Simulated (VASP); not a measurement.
# LiF (P6_3mc) in VASP: single point with HSE06

Aim: the single point of LiF with HSE06.

Program: VASP 6.6.1. These are calculated values, not measurements. Logs are shortened: lines on timing, memory, paths and dates and some standing lists are left out, and cuts for length are marked.

**1. The cell of the first run**

The structure is hexagonal, space group P6_3mc (No. 186). The conventional cell has a = 3.081 Å, b = 3.081 Å, c = 4.785 Å, α = 90.00°, β = 90.00°, γ = 120.00°. Li (site symmetry 3m) has 4 F at 1.86 to 1.87 Å within 2.5 Å. F (site symmetry 3m) has 4 Li at 1.86 to 1.87 Å within 2.5 Å.

**2. Single point, HSE06**

File POSCAR:

```
LiF
1.0
    3.0810126371      0.0000000000      0.0000000000
   -1.5405063186      2.6682352131      0.0000000000
    0.0000000000      0.0000000000      4.7853429675
Li F
2 2
Direct
    0.3333333333      0.6666666667     -0.0074305300
    0.6666666667      0.3333333333      0.4925694700
    0.3333333333      0.6666666667      0.3824305300
    0.6666666667      0.3333333333      0.8824305300
```

File INCAR.step1:

```
SYSTEM = LiF
PREC = Accurate
ENCUT = 520
EDIFF = 1E-5
ISMEAR = 0
SIGMA = 0.01
LREAL = .FALSE.
LASPH = .TRUE.
NELM = 60
ALGO = Normal
ISIF = 2
LWAVE = .TRUE.
GGA = PE
NBANDS = 18
```

File INCAR.step2:

```
SYSTEM = LiF
PREC = Accurate
ENCUT = 520
EDIFF = 1E-6
ISMEAR = 0
SIGMA = 0.01
LREAL = .FALSE.
LASPH = .TRUE.
NELM = 60
ALGO = Normal
ISIF = 2
LWAVE = .FALSE.
LCHARG = .TRUE.
GGA = PE
LHFCALC = .TRUE.
HFSCREEN = 0.2079
PRECFOCK = Normal
LELF = .TRUE.
LVHAR = .TRUE.
ISTART = 1
NBANDS = 18
```

File KPOINTS:

```
Automatic mesh
0
G
  6 6 4
  0 0 0
```

Potentials or basis: VASP PAW PBE potentials, release 64 (Li_sv, F).

Started as:

```console
cat potpaw_PBE.64/Li_sv/POTCAR potpaw_PBE.64/F/POTCAR > POTCAR
cp INCAR.step1 INCAR
mpirun -np 1 vasp_std > vasp.out
cp INCAR.step2 INCAR
mpirun -np 1 vasp_std > vasp.out
```

OUTCAR:

```text
SYSTEM = LiF
   PREC = Accurate
   ENCUT = 520
   EDIFF = 1E-6
   ISMEAR = 0
   LREAL = .FALSE.
   LASPH = .TRUE.
   NELM = 60
   ISIF = 2
   GGA = PE
   LHFCALC = .TRUE.
   HFSCREEN = 0.2079
   PRECFOCK = Normal
   ISTART = 1

 ion  position               nearest neighbor table
   1  0.333  0.667  0.993-   4 1.86   4 1.86   4 1.86   3 1.87
   2  0.667  0.333  0.493-   3 1.86   3 1.86   3 1.86   4 1.87
   3  0.333  0.667  0.382-   2 1.86   2 1.86   2 1.86   1 1.87
   4  0.667  0.333  0.882-   1 1.86   1 1.86   1 1.86   2 1.87

  LATTYP: Found a hexagonal cell.
 ALAT       =     3.0810126371
 C/A-ratio  =     1.5531721324

  Lattice vectors:

 A1 = (   3.0810126371,   0.0000000000,   0.0000000000)
 A2 = (  -1.5405063186,   2.6682352131,   0.0000000000)
 A3 = (   0.0000000000,   0.0000000000,   4.7853429675)

Analysis of symmetry for initial positions (statically):
=====================================================================
 Subroutine PRICEL returns:
 Original cell was already a primitive cell.

 Routine SETGRP: Setting up the symmetry group for a
 hexagonal supercell.

 Subroutine GETGRP returns: Found 12 space group operations
 (whereof  6 operations were pure point group operations)
 out of a pool of 24 trial point group operations.

The static configuration has the point symmetry C_3v.
 The point group associated with its full space group is C_6v.

Analysis of symmetry for dynamics (positions and initial velocities):
=====================================================================
 Subroutine PRICEL returns:
 Original cell was already a primitive cell.

 Routine SETGRP: Setting up the symmetry group for a
 hexagonal supercell.

 Subroutine GETGRP returns: Found 12 space group operations
 (whereof  6 operations were pure point group operations)
 out of a pool of 24 trial point group operations.

The dynamic configuration has the point symmetry C_3v.
 The point group associated with its full space group is C_6v.

 Subroutine INISYM returns: Found 12 space group operations
 (whereof  6 operations are pure point group operations),
 and found     1 'primitive' translations

----------------------------------------------------------------------------------------

                                     Primitive cell

  volume of cell :      39.3397

  direct lattice vectors                    reciprocal lattice vectors
     3.081012637  0.000000000  0.000000000     0.324568614  0.187389776  0.000000000
    -1.540506319  2.668235213  0.000000000     0.000000000  0.374779553  0.000000000
     0.000000000  0.000000000  4.785342968     0.000000000  0.000000000  0.208971438

  length of vectors
     3.081012637  3.081012637  4.785342968     0.374779553  0.374779553  0.208971438

  position of ions in fractional coordinates (direct lattice)
     0.333333333  0.666666667  0.992569470
     0.666666667  0.333333333  0.492569470
     0.333333333  0.666666667  0.382430530
     0.666666667  0.333333333  0.882430530

  ion indices of the primitive-cell ions
   primitive index   ion index
                 1           1
                 2           2
                 3           3
                 4           4

----------------------------------------------------------------------------------------

 KPOINTS: Automatic mesh

Automatic generation of k-mesh.
 Grid dimensions read from file:
 generate k-points for:    6    6    4

 Generating k-lattice:

  Cartesian coordinates                     Fractional coordinates (reciprocal lattice)
     0.054094769  0.031231629  0.000000000     0.166666667  0.000000000  0.000000000
     0.000000000  0.062463259  0.000000000     0.000000000  0.166666667  0.000000000
     0.000000000  0.000000000  0.052242859     0.000000000  0.000000000  0.250000000

  Length of vectors
     0.062463259  0.062463259  0.052242859

  Shift w.r.t. Gamma in fractional coordinates (k-lattice)
     0.000000000  0.000000000  0.000000000

 Subroutine IBZKPT returns following result:
 ===========================================

 Found     21 irreducible k-points:

 Following reciprocal coordinates:
            Coordinates               Weight
  0.000000  0.000000  0.000000      1.000000
  0.166667 -0.000000  0.000000      6.000000
  0.333333 -0.000000  0.000000      6.000000
  0.500000 -0.000000  0.000000      3.000000
  0.166667  0.166667  0.000000      6.000000
  0.333333  0.166667  0.000000     12.000000
[... 13 lines left out ...]
  0.333333  0.166667  0.500000     12.000000
  0.333333  0.333333  0.500000      2.000000
   k-points           NKPTS =     21   k-points in BZ     NKDIM =    144   number of bands    NBANDS=     18
   number of dos      NEDOS =    301   number of ions     NIONS =      4
   total plane-waves  NPLWV =  20736
   dimension x,y,z NGX =    24 NGY =   24 NGZ =   36
   dimension x,y,z NGXF=    48 NGYF=   48 NGZF=   72
   ions per type =               2   2
   NGX,Y,Z   is equivalent  to a cutoff of  12.95, 12.95, 12.51 a.u.
   NGXF,Y,Z  is equivalent  to a cutoff of  25.90, 25.90, 25.01 a.u.
 SYSTEM =  LiF
   PREC   = accura    normal or accurate (medium, high low for compatibility)
   ISTART =      1    job   : 0-new  1-cont  2-samecut
   ICHARG =      0    charge: 1-file 2-atom 10-const
   ISPIN  =      1    spin polarized calculation?
   LNONCOLLINEAR =      F non collinear calculations
   LSORBIT =      F    spin-orbit coupling
   LASPH  =      T    aspherical Exc in radial PAW
   ENCUT  =  520.0 eV  38.22 Ry    6.18 a.u.   5.73  5.73  8.90*2*pi/ulx,y,z
   NELM   =     60;   NELMIN=  2; NELMDL=  0     # of ELM steps
   EDIFF  = 0.1E-05   stopping-criterion for ELM
   LREAL  =      F    real-space projection
   EDIFFG = 0.1E-04   stopping-criterion for IOM
   NSW    =      0    number of steps for IOM
   IBRION =     -1    ionic relax: 0-MD 1-quasi-New 2-CG
   NFREE  =      0    steps in history (QN), initial steepest desc. (CG)
   ISIF   =      2    stress and relaxation
   ISYM   =      3    0-nonsym 1-usesym 2-fastsym
   POTIM  = 0.5000    time-step for ionic-motion
   TEBEG  =    0.0;   TEEND  =   0.0 temperature during run
   PSTRESS=    0.0 pullay stress
   NELECT =      20.0000    total number of electrons
   NUPDOWN=      -1.0000    fix difference up-down
   EMIN   =  10.00;   EMAX   =-10.00  energy-range for DOS
   EFERMI =   0.00;   METHOD = LEGACY
   ISMEAR =     0;   SIGMA  =   0.01  broadening in eV -4-tet -1-fermi 0-gaus
   EFERMI_NEDOS =   21; number of points for ismear=-14 and -15
   IALGO  =     38    algorithm
   IMIX   =      1    mixing-type and parameters
     AMIX     =   0.40;   BMIX     =  1.00
     AMIX_MAG =   1.60;   BMIX_MAG =  1.00
  volume/ion in A,a.u.               =       9.83        66.37
  Fermi-wavevector in a.u.,A,eV,Ry     =   1.306596  2.469108 23.227767  1.707193
  Thomas-Fermi vector in A             =   2.437387
   LORBIT       =      0    0 simple, 1 ext, 2 COOP (PROOUT), +10 PAW based schemes
   GGA     = PE    functional components
   LHFCALC =     T    Hartree Fock is set to
   PRECFOCK=normal    Normal, Fast or Accurate (Low or Medium for compatibility)
   ENCUT4O =  -1.0   cutoff for four orbital integrals eV
   NKREDX  =     1    reduce k-point grid by
   NKREDY  =     1    reduce k-point grid by
   NKREDZ  =     1    reduce k-point grid by
   AEXX    =    0.2500 exact exchange contribution
   HFSCREEN=    0.2079 screening length (either q_TF or 0.3 A-1)
   HFSCREENC=   0.2079 screening length for correlation (either q_TF or 0.3 A-1)
   ENCUTFOCK=  -1.0 apply spherical cutoff to Coloumb kernel
   IVDW    =     0    specifies the selected vdW correction
   LEPSILON=     F    determine dielectric tensor
   LRPA    =     F    only Hartree local field effects (RPA)
 non-spin polarized calculation
 Gauss-broadening in eV      SIGMA  =   0.01
  energy-cutoff  :      520.00
  volume of cell :       39.34
 maximum number of plane-waves:      1085
 NGX is ok and might be reduce to    24
  NGX = 18; NGY = 18; NGZ = 28

 number of electron      20.0000014 magnetization

 Free energy of the ion-electron system (eV)
  ---------------------------------------------------
  ext. energy  EPLUGINS =         0.00000000
  ---------------------------------------------------
  free energy    TOTEN  =       -22.75942023 eV

  energy without entropy =      -22.75942023  energy(sigma->0) =      -22.75942023

 E-fermi :  -4.0184     XC(G=0):  -7.2960

 val. band max:       -4.1124005835   @ k =   0.0000   0.0000   0.0000
 cond. band min:       5.8886532210   @ k =   0.0000   0.0000   0.0000
 fundamental gap:     10.0010538045
 Fermi energy:        -4.0184017343

 k-point     1 :       0.0000    0.0000    0.0000
  band No.  band energies     occupation
      1     -46.5776      2.00000
      2     -46.5317      2.00000
      3     -25.1615      2.00000
      4     -24.8983      2.00000
      5      -6.4052      2.00000
      6      -4.6560      2.00000
[... 10 lines left out ...]
     17      18.0724      0.00000
     18      19.0047      0.00000

 k-point     2 :       0.1667   -0.0000    0.0000
  band No.  band energies     occupation
      1     -46.5688      2.00000
      2     -46.5282      2.00000
      3     -25.1243      2.00000
      4     -24.8917      2.00000
      5      -6.2587      2.00000
      6      -4.9563      2.00000
[... 10 lines left out ...]
     17      18.3709      0.00000
     18      18.4817      0.00000

 k-point     3 :       0.3333   -0.0000    0.0000
  band No.  band energies     occupation
      1     -46.5496      2.00000
      2     -46.5231      2.00000
      3     -25.0384      2.00000
      4     -24.8889      2.00000
      5      -6.0557      2.00000
      6      -5.4725      2.00000
[... 349 lines left out ...]
 k-point    20 :       0.3333    0.1667    0.5000
  band No.  band energies     occupation
      1     -46.5302      2.00000
      2     -46.5302      2.00000
      3     -24.9436      2.00000
      4     -24.9436      2.00000
      5      -5.8799      2.00000
      6      -5.8799      2.00000
[... 10 lines left out ...]
     17      18.8182      0.00000
     18      18.8182      0.00000

 k-point    21 :       0.3333    0.3333    0.5000
  band No.  band energies     occupation
      1     -46.5272      2.00000
      2     -46.5272      2.00000
      3     -24.9316      2.00000
      4     -24.9316      2.00000
      5      -5.7577      2.00000
      6      -5.7577      2.00000
[... 10 lines left out ...]
     17      19.7640      0.00000
     18      19.7640      0.00000

------------------------ aborting loop because EDIFF is reached ----------------------------------------

  FORCE on cell =-STRESS in cart. coord.  units (eV):
  Direction    XX          YY          ZZ          XY          YZ          ZX
  --------------------------------------------------------------------------------------
  -------------------------------------------------------------------------------------
  Total        0.2102042      0.2102042      0.2446182     -0.0000000      0.0000000      0.0000000
  in kB        8.5609387      8.5609387      9.9625077     -0.0000000      0.0000000      0.0000000
  external PRESSURE =       9.0281284 kB  Pullay stress =       0.0000000 kB

 VOLUME and BASIS-vectors are now :
 -----------------------------------------------------------------------------
  energy-cutoff  :      520.00
  volume of cell :       39.34
      direct lattice vectors                 reciprocal lattice vectors
     3.081012637  0.000000000  0.000000000     0.324568614  0.187389776  0.000000000
    -1.540506319  2.668235213  0.000000000     0.000000000  0.374779553  0.000000000
     0.000000000  0.000000000  4.785342968     0.000000000  0.000000000  0.208971438

 POSITION                                       TOTAL-FORCE (eV/Angst)
 -----------------------------------------------------------------------------------
     -0.00000      1.77882      4.74979        -0.000000     -0.000000      0.003662
      1.54051      0.88941      2.35711         0.000000      0.000000      0.003662
     -0.00000      1.77882      1.83006         0.000000      0.000000     -0.003662
      1.54051      0.88941      4.22273        -0.000000      0.000000     -0.003662
 -----------------------------------------------------------------------------------
    total drift:                               -0.000001     -0.000000      0.008450

  FREE ENERGIE OF THE ION-ELECTRON SYSTEM (eV)
  ---------------------------------------------------
  free  energy   TOTEN  =       -22.7594202314 eV

  energy  without entropy=      -22.7594202314  energy(sigma->0) =      -22.75942023
```

Run time: 56 min. Hardware: 1 thread of Intel Xeon 8259CL, shared host; peak memory 0.27 GiB.

Results:

```yaml
Free_energy: -22.7594 eV
Largest_force: 0.004 eV/Å
Band_gap_on_the_k_mesh: 10.00 eV
```

Forces on the atoms (eV/Å):
```
Li   0.000  0.000  0.004
Li   0.000  0.000  0.004
F    0.000  0.000 -0.004
F    0.000  0.000 -0.004
```

Caveat: the cutoff is under 1.25 times the usual one of these potentials, so pressure, stress and relaxed cells hold a basis-set (Pulay) error; the structure was generated, so it needn't be the stable form of LiF; the PAW data sets were made with another functional, which shifts forces and pressure a little. A k mesh can miss the band edges.
